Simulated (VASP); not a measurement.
# Al3Co4H in VASP: further runs

Al3Co4H is run at these levels: PBEsol; tasks: single point, relaxation of the atoms.

Everything below comes from runs of VASP 6.6.1. Logs are shortened: lines on timing, memory, paths and dates and some standing lists are left out, and cuts for length are marked.

## 1. The cell of the first run

The cell holds a slab with vacuum, 8 atoms: a = 2.823 Å, b = 2.823 Å, c = 27.468 Å, α = 90.00°, β = 90.00°, γ = 90.00°.

## 2. Single point, PBEsol

Contents of INCAR:

```
PREC = Accurate ; ENCUT = 520
EDIFF = 1E-6 ; ISMEAR = 0
SIGMA = 0.1 ; LREAL = False
LASPH = True ; NELM = 100
ALGO = Normal ; ISIF = 2
LWAVE = False ; LCHARG = True
LDIPOL = True ; IDIPOL = 3
DIPOL = 0.5 0.5 0.490 ; GGA = PS
LELF = True ; LVHAR = True
LVACPOTAV = True ; NBANDS = 33
```

Contents of KPOINTS:

```
Automatic mesh
0
Gamma
  10 10 1
```

Contents of POSCAR:

```
Al3Co4H
1.0
    2.8225855360      0.0000000000      0.0000000000
    0.0000000000      2.8225855360      0.0000000000
    0.0000000000      0.0000000000     27.4677566081
Co Al H
4 3 1
Direct
    0.5000000000      0.5000000000      0.3094537396
    0.5000000000      0.5000000000      0.4122136983
    0.5000000000      0.5000000000      0.5148652869
    0.5000000000      0.5000000000      0.6189824444
    0.0000000000      0.0000000000      0.3608337189
    0.0000000000      0.0000000000      0.4641835315
    0.0000000000      0.0000000000      0.5690095433
    0.5000000000      0.5000000000      0.6727320499
```

Potentials or basis: VASP PAW PBE potentials, release 64 (Co, Al, H).

Command:

```sh
$ cat potpaw_PBE.64/Co/POTCAR potpaw_PBE.64/Al/POTCAR potpaw_PBE.64/H/POTCAR > POTCAR
$ mpirun -np 1 vasp_std > vasp.out
```

OUTCAR:

```text
PREC = Accurate
   ENCUT = 520
   EDIFF = 1E-6
   ISMEAR = 0
   LREAL = False
   LASPH = True
   NELM = 100
   ISIF = 2
   GGA = PS

 ion  position               nearest neighbor table
   1  0.500  0.500  0.309-   5 2.44   5 2.44   5 2.44   5 2.44   2 2.82
   2  0.500  0.500  0.412-   5 2.44   5 2.44   5 2.44   5 2.44   6 2.45   6 2.45   6 2.45   6 2.45
                             3 2.82   1 2.82
   3  0.500  0.500  0.515-   6 2.43   6 2.43   6 2.43   6 2.43   7 2.49   7 2.49   7 2.49   7 2.49
                             2 2.82   4 2.86
   4  0.500  0.500  0.619-   8 1.48   7 2.42   7 2.42   7 2.42   7 2.42   3 2.86
   5  0.000  0.000  0.361-   1 2.44   1 2.44   1 2.44   1 2.44   2 2.44   2 2.44   2 2.44   2 2.44
                             6 2.84
   6  0.000  0.000  0.464-   3 2.43   3 2.43   3 2.43   3 2.43   2 2.45   2 2.45   2 2.45   2 2.45
                             5 2.84   7 2.88
   7  0.000  0.000  0.569-   4 2.42   4 2.42   4 2.42   4 2.42   3 2.49   3 2.49   3 2.49   3 2.49
                             6 2.88
   8  0.500  0.500  0.673-   4 1.48

  LATTYP: Found a simple tetragonal cell.
 ALAT       =     2.8225855360
 C/A-ratio  =     9.7314169076

  Lattice vectors:

 A1 = (   2.8225855360,   0.0000000000,   0.0000000000)
 A2 = (   0.0000000000,   2.8225855360,   0.0000000000)
 A3 = (   0.0000000000,   0.0000000000,  27.4677566081)

Analysis of symmetry for initial positions (statically):
=====================================================================
 Subroutine PRICEL returns:
 Original cell was already a primitive cell.

 Routine SETGRP: Setting up the symmetry group for a
 simple tetragonal supercell.

 Subroutine GETGRP returns: Found  8 space group operations
 (whereof  8 operations were pure point group operations)
 out of a pool of 16 trial point group operations.

The static configuration has the point symmetry C_4v.

Analysis of symmetry for dynamics (positions and initial velocities):
=====================================================================
 Subroutine PRICEL returns:
 Original cell was already a primitive cell.

 Routine SETGRP: Setting up the symmetry group for a
 simple tetragonal supercell.

 Subroutine GETGRP returns: Found  8 space group operations
 (whereof  8 operations were pure point group operations)
 out of a pool of 16 trial point group operations.

The dynamic configuration has the point symmetry C_4v.

 Subroutine INISYM returns: Found  8 space group operations
 (whereof  8 operations are pure point group operations),
 and found     1 'primitive' translations

----------------------------------------------------------------------------------------

                                     Primitive cell

  volume of cell :     218.8353

  direct lattice vectors                    reciprocal lattice vectors
     2.822585536  0.000000000  0.000000000     0.354285100  0.000000000  0.000000000
     0.000000000  2.822585536  0.000000000     0.000000000  0.354285100  0.000000000
     0.000000000  0.000000000 27.467756608     0.000000000  0.000000000  0.036406322

  length of vectors
     2.822585536  2.822585536 27.467756608     0.354285100  0.354285100  0.036406322

  position of ions in fractional coordinates (direct lattice)
     0.500000000  0.500000000  0.309453740
     0.500000000  0.500000000  0.412213698
     0.500000000  0.500000000  0.514865287
     0.500000000  0.500000000  0.618982444
     0.000000000  0.000000000  0.360833719
     0.000000000  0.000000000  0.464183531
     0.000000000  0.000000000  0.569009543
     0.500000000  0.500000000  0.672732050

  ion indices of the primitive-cell ions
   primitive index   ion index
                 1           1
                 2           2
                 3           3
                 4           4
                 5           5
                 6           6
                 7           7
                 8           8

----------------------------------------------------------------------------------------

 KPOINTS: Automatic mesh

Automatic generation of k-mesh.
 Grid dimensions read from file:
 generate k-points for:   10   10    1

 Generating k-lattice:

  Cartesian coordinates                     Fractional coordinates (reciprocal lattice)
     0.035428510  0.000000000  0.000000000     0.100000000  0.000000000  0.000000000
     0.000000000  0.035428510  0.000000000     0.000000000  0.100000000  0.000000000
     0.000000000  0.000000000  0.036406322     0.000000000  0.000000000  1.000000000

  Length of vectors
     0.035428510  0.035428510  0.036406322

  Shift w.r.t. Gamma in fractional coordinates (k-lattice)
     0.000000000  0.000000000  0.000000000

 Subroutine IBZKPT returns following result:
 ===========================================

 Found     21 irreducible k-points:

 Following reciprocal coordinates:
            Coordinates               Weight
  0.000000  0.000000  0.000000      1.000000
  0.100000  0.000000  0.000000      4.000000
  0.200000  0.000000  0.000000      4.000000
  0.300000  0.000000  0.000000      4.000000
  0.400000  0.000000  0.000000      4.000000
  0.500000  0.000000  0.000000      2.000000
[... 13 lines left out ...]
  0.500000  0.400000  0.000000      4.000000
  0.500000  0.500000  0.000000      1.000000
   k-points           NKPTS =     21   k-points in BZ     NKDIM =     21   number of bands    NBANDS=     33
   number of dos      NEDOS =    301   number of ions     NIONS =      8
   total plane-waves  NPLWV = 120960
   dimension x,y,z NGX =    24 NGY =   24 NGZ =  210
   dimension x,y,z NGXF=    48 NGYF=   48 NGZF=  420
   ions per type =               4   3   1
   NGX,Y,Z   is equivalent  to a cutoff of  14.14, 14.14, 12.71 a.u.
   NGXF,Y,Z  is equivalent  to a cutoff of  28.27, 28.27, 25.42 a.u.
 SYSTEM =  unknown system
   PREC   = accura    normal or accurate (medium, high low for compatibility)
   ISTART =      0    job   : 0-new  1-cont  2-samecut
   ICHARG =      2    charge: 1-file 2-atom 10-const
   ISPIN  =      1    spin polarized calculation?
   LNONCOLLINEAR =      F non collinear calculations
   LSORBIT =      F    spin-orbit coupling
   LASPH  =      T    aspherical Exc in radial PAW
   ENCUT  =  520.0 eV  38.22 Ry    6.18 a.u.   5.25  5.25 51.07*2*pi/ulx,y,z
   NELM   =    100;   NELMIN=  2; NELMDL= -5     # of ELM steps
   EDIFF  = 0.1E-05   stopping-criterion for ELM
   LREAL  =      F    real-space projection
   EDIFFG = 0.1E-04   stopping-criterion for IOM
   NSW    =      0    number of steps for IOM
   IBRION =     -1    ionic relax: 0-MD 1-quasi-New 2-CG
   NFREE  =      0    steps in history (QN), initial steepest desc. (CG)
   ISIF   =      2    stress and relaxation
   ISYM   =      2    0-nonsym 1-usesym 2-fastsym
   POTIM  = 0.5000    time-step for ionic-motion
   TEBEG  =    0.0;   TEEND  =   0.0 temperature during run
   PSTRESS=    0.0 pullay stress
   NELECT =      46.0000    total number of electrons
   NUPDOWN=      -1.0000    fix difference up-down
   EMIN   =  10.00;   EMAX   =-10.00  energy-range for DOS
   EFERMI =   0.00;   METHOD = LEGACY
   ISMEAR =     0;   SIGMA  =   0.10  broadening in eV -4-tet -1-fermi 0-gaus
   EFERMI_NEDOS =   21; number of points for ismear=-14 and -15
   IALGO  =     38    algorithm
   IMIX   =      4    mixing-type and parameters
     AMIX     =   0.40;   BMIX     =  1.00
     AMIX_MAG =   1.60;   BMIX_MAG =  1.00
  volume/ion in A,a.u.               =      27.35       184.60
  Fermi-wavevector in a.u.,A,eV,Ry     =   0.973393  1.839446 12.891443  0.947494
  Thomas-Fermi vector in A             =   2.103769
   LORBIT       =      0    0 simple, 1 ext, 2 COOP (PROOUT), +10 PAW based schemes
   GGA     = PS    functional components
   LHFCALC =     F    Hartree Fock is set to
   AEXX    =    0.0000 exact exchange contribution
   IVDW    =     0    specifies the selected vdW correction
   LEPSILON=     F    determine dielectric tensor
   LRPA    =     F    only Hartree local field effects (RPA)
 non-spin polarized calculation
 Gauss-broadening in eV      SIGMA  =   0.10
  energy-cutoff  :      520.00
  volume of cell :      218.84
 maximum number of plane-waves:      5967
 NGX is ok and might be reduce to    24
   NGX = 11   NGY = 11   NGZ =103

 number of electron      45.9999981 magnetization

 dipolmoment           0.000000      0.000000      0.077730 electrons x Angstroem

 Free energy of the ion-electron system (eV)
  ---------------------------------------------------
  ext. energy  EPLUGINS =         0.00000000
  ---------------------------------------------------
  free energy    TOTEN  =       -46.46760695 eV

  energy without entropy =      -46.44042882  energy(sigma->0) =      -46.45401788

 E-fermi :   0.3114     XC(G=0):  -5.5351

 val. band max:        0.2987450389   @ k =   0.4000   0.2000   0.0000
 cond. band min:       0.3161143226   @ k =   0.1000   0.0000   0.0000
 fundamental gap:      0.0173692837
 Fermi energy:         0.3114466331

 k-point     1 :       0.0000    0.0000    0.0000
  band No.  band energies     occupation
      1     -10.2479      2.00000
      2      -9.1143      2.00000
      3      -7.5346      2.00000
      4      -5.4567      2.00000
      5      -3.6148      2.00000
      6      -2.8528      2.00000
[... 25 lines left out ...]
     32       7.2744      0.00000
     33       7.5354      0.00000

 k-point     2 :       0.1000    0.0000    0.0000
  band No.  band energies     occupation
      1     -10.0569      2.00000
      2      -8.9314      2.00000
      3      -7.3749      2.00000
      4      -5.2692      2.00000
      5      -3.5038      2.00000
      6      -2.7801      2.00000
[... 25 lines left out ...]
     32       6.5960      0.00000
     33       6.8100      0.00000
[... 646 lines left out ...]
     32       4.7596      0.00000
     33       4.8971      0.00000

 k-point    21 :       0.5000    0.5000    0.0000
  band No.  band energies     occupation
      1      -4.4999      2.00000
      2      -3.8599      2.00000
      3      -3.2992      2.00000
      4      -3.2992      2.00000
      5      -2.8097      2.00000
      6      -2.8097      2.00000
[... 25 lines left out ...]
     32       3.8454      0.00000
     33       4.3408      0.00000

------------------------ aborting loop because EDIFF is reached ----------------------------------------

  FORCE on cell =-STRESS in cart. coord.  units (eV):
  Direction    XX          YY          ZZ          XY          YZ          ZX
  --------------------------------------------------------------------------------------
  -------------------------------------------------------------------------------------
  Total       -4.7882441     -4.7882441     -0.6902008      0.0000000      0.0000000      0.0000000
  in kB      -35.0565723    -35.0565723     -5.0532250      0.0000000      0.0000000      0.0000000
  external PRESSURE =     -25.0554565 kB  Pullay stress =       0.0000000 kB

 VOLUME and BASIS-vectors are now :
 -----------------------------------------------------------------------------
  energy-cutoff  :      520.00
  volume of cell :      218.84
      direct lattice vectors                 reciprocal lattice vectors
     2.822585536  0.000000000  0.000000000     0.354285100  0.000000000  0.000000000
     0.000000000  2.822585536  0.000000000     0.000000000  0.354285100  0.000000000
     0.000000000  0.000000000 27.467756608     0.000000000  0.000000000  0.036406322

 POSITION                                       TOTAL-FORCE (eV/Angst)
 -----------------------------------------------------------------------------------
      1.41129      1.41129      8.50000        -0.000000     -0.000000      0.627001
      1.41129      1.41129     11.32259        -0.000000     -0.000000      0.131311
      1.41129      1.41129     14.14219        -0.000000      0.000000      0.015352
      1.41129      1.41129     17.00206         0.000000     -0.000000     -0.006362
      0.00000      0.00000      9.91129        -0.000000     -0.000000     -0.758579
      0.00000      0.00000     12.75008        -0.000000     -0.000000     -0.005132
      0.00000      0.00000     15.62942        -0.000000     -0.000000     -0.009648
      1.41129      1.41129     18.47844        -0.000000     -0.000000      0.006056
 -----------------------------------------------------------------------------------
    total drift:                                0.000000     -0.000000      0.001207

  FREE ENERGIE OF THE ION-ELECTRON SYSTEM (eV)
  ---------------------------------------------------
  free  energy   TOTEN  =       -46.4676069482 eV

  energy  without entropy=      -46.4404288215  energy(sigma->0) =      -46.45401788

 vacuum level on the upper side and lower side of the slab         6.620         4.852
```

Run time: 5.3 min. Hardware: 1 thread of Intel Xeon 6975P-C (Granite Rapids), shared host; peak memory 0.41 GiB.

What came out:

| Item | Value |
| --- | --- |
| Free energy | -46.4676 eV |
| Largest force | 0.759 eV/Å |
| Band gap on the k mesh | zero (bands 23 and 24 overlap by 1.26 eV) |

Forces on the atoms (eV/Å):
```
Co   0.000  0.000  0.627
Co   0.000  0.000  0.131
Co   0.000  0.000  0.015
Co   0.000  0.000 -0.006
Al   0.000  0.000 -0.759
Al   0.000  0.000 -0.005
Al   0.000  0.000 -0.010
H    0.000  0.000  0.006
```

Levels at points of the mesh, in eV from the Fermi level:
| k point | band 20 | band 21 | band 22 | band 23 | band 24 | band 25 | band 26 | band 27 | band 28 | band 29 |
| --- | --- | --- | --- | --- | --- | --- | --- | --- | --- | --- |
| (0.00, 0.00, 0.00) | -0.31 | -0.31 | -0.25 | -0.25 | 0.07 | 0.11 | 1.00 | 2.35 | 4.01 | 4.75 |
| (0.50, 0.00, 0.00) | -0.56 | -0.48 | -0.26 | -0.18 | -0.14 | 0.11 | 0.45 | 0.52 | 1.37 | 2.90 |
| (0.50, 0.50, 0.00) | 0.06 | 0.52 | 0.56 | 0.92 | 0.92 | 2.19 | 2.77 | 2.77 | 2.77 | 2.96 |

Caveat: the PAW data sets were made with another functional, which shifts forces and pressure a little; the run has no spin polarisation, though such a crystal can be magnetic.

## 3. Single point, PBEsol

Contents of INCAR:

```
SYSTEM = Al3Co4H
PREC     = Accurate       ! precision mode
ENCUT    = 520            ! plane-wave cutoff, eV
EDIFF    = 1E-6           ! SCF threshold, eV
ISMEAR   = 0              ! smearing method
SIGMA    = 0.1            ! smearing width, eV
LREAL    = .FALSE.        ! projectors in reciprocal space
LASPH    = .TRUE.         ! aspherical terms in the spheres
NELM     = 60             ! most SCF steps
ALGO     = Normal         ! electronic algorithm
ISIF     = 2              ! what is computed and relaxed
LWAVE    = .FALSE.        ! write WAVECAR
LCHARG   = .TRUE.         ! write CHGCAR
LDIPOL   = .TRUE.       
IDIPOL   = 3            
DIPOL    = 0.5 0.5 0.485
GGA      = PS             ! functional
LELF     = .TRUE.         ! ELF
LVHAR    = .TRUE.       
LVACPOTAV= .TRUE.       
NBANDS   = 33             ! bands
```

Contents of KPOINTS:

```
regular mesh
0
G
  10 10 1
  0 0 0
```

Contents of POSCAR:

```
Al3Co4H
1.0
    2.8225855360      0.0000000000      0.0000000000
    0.0000000000      2.8225855360      0.0000000000
    0.0000000000      0.0000000000     27.4677566081
Co Al H
4 3 1
Direct
    0.5000000000      0.5000000000      0.3094537396
    0.5000000000      0.5000000000      0.4122136983
    0.5000000000      0.5000000000      0.5146468869
    0.5000000000      0.5000000000      0.6179384278
    0.0000000000      0.0000000000      0.3608337189
    0.0000000000      0.0000000000      0.4634855679
    0.0000000000      0.0000000000      0.5664671555
    0.0000000000      0.0000000000      0.6349349764
```

Potentials or basis: VASP PAW PBE potentials, release 64 (Co, Al, H).

Command:

```sh
$ cat potpaw_PBE.64/Co/POTCAR potpaw_PBE.64/Al/POTCAR potpaw_PBE.64/H/POTCAR > POTCAR
$ mpirun -np 1 vasp_std > vasp.out
```

It took 4.1 min on 1 thread of Intel Xeon 6975P-C (Granite Rapids), shared host; peak memory 0.4 GiB.

Results (log left out):

```yaml
Free_energy: -47.0294 eV
Largest_force: 0.848 eV/Å
Band_gap_on_the_k_mesh: zero (bands 23 and 24 overlap by 0.85 eV)
```

Forces on the atoms (eV/Å):
```
Co   0.000  0.000  0.691
Co   0.000  0.000  0.151
Co   0.000  0.000  0.009
Co   0.000  0.000  0.026
Al   0.000  0.000 -0.848
Al   0.000  0.000 -0.001
Al   0.000  0.000 -0.036
H    0.000  0.000  0.007
```

Levels at points of the mesh, in eV from the Fermi level:
```
           k point  band 19  band 20  band 21  band 22  band 23  band 24  band 25  band 26  band 27  band 28
(0.00, 0.00, 0.00)    -0.46    -0.46    -0.34    -0.30    -0.30    -0.18     0.06     0.86     2.38     3.98
(0.50, 0.00, 0.00)    -0.88    -0.61    -0.49    -0.33    -0.18    -0.08     0.19     0.40     0.49     2.40
(0.50, 0.50, 0.00)    -0.09    -0.01     0.34     0.51     0.67     0.67     2.21     2.21     2.63     2.70
```

Caveat: the PAW data sets were made with another functional, which shifts forces and pressure a little; the run has no spin polarisation, though such a crystal can be magnetic.

[end of part 1 of 2]
